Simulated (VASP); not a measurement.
## MgI2: single point with PBEsol

MgI2:

```xyz
3
Lattice="4.1307 0.0000 0.0000 -2.0654 3.5773 0.0000 0.0000 0.0000 6.7082" Properties=species:S:1:pos:R:3 pbc="T T T"
Mg    0.0000    0.0000    0.0000
I     0.0000    2.3849    5.0506
I     2.0654    1.1924    1.6576
```

This cell differs from its parent crystal: strain along c alone, the other axes held: -4.5 %, then relaxed in part.

* Program: VASP 6.6.1
* Task: single point
* Functional: PBEsol
* Potentials or basis: VASP PAW PBE potentials, release 64 (Mg, I)
* Cutoff: 520 eV
* k mesh: 6 × 6 × 4
* Occupations: gaussian, width 0.02 eV
* Spin: no spin polarisation

```json
{
 "Pressure": "0.3 GPa",
 "Largest force": "0.006 eV/Å",
 "Band gap on the k mesh": "3.36 eV (least direct gap 3.54 eV)"
}
```

Forces on the atoms (eV/Å):
```
Mg   0.000  0.000  0.000
I    0.000  0.000  0.006
I    0.000  0.000 -0.006
```

Stress tensor (GPa, compression positive):
```
0.19 0.00 0.00
0.00 0.19 0.00
0.00 0.00 0.67
```

Levels at points of the mesh, in eV from the valence-band top:
```
           k point  band 4  band 5  band 6  band 7  band 8  band 9  band 10  band 11  band 12  band 13
(0.00, 0.00, 0.00)   -0.60   -0.60   -0.17   -0.17    0.00    3.54     4.52     6.56     6.56     7.37
(0.50, 0.00, 0.00)   -3.00   -2.12   -1.57   -1.09   -0.56    3.48     5.11     5.25     6.74     8.01
(0.00, 0.00, 0.50)   -1.70   -0.47   -0.47   -0.31   -0.31    4.57     4.64     6.33     6.33     7.58
(0.50, 0.00, 0.50)   -3.48   -1.35   -1.22   -0.94   -0.87    3.40     4.95     5.47     5.85     7.67
```

Wall time 16 s on 1 thread of AMD EPYC 9R45 96-Core Processor (Zen 5) (shared host), peak memory 0.19 GiB.

Caveat: the cell differs from its parent crystal (strain along c alone, the other axes held: -4.5 %, then relaxed in part); the PAW data sets were made with another functional, which shifts forces and pressure a little; spin-orbit coupling is left out, which moves the levels of the heavy elements; this functional lacks dispersion, which binds layers or chains, so the pressure and a relaxed spacing across them are unreliable. A k mesh can miss the band edges.
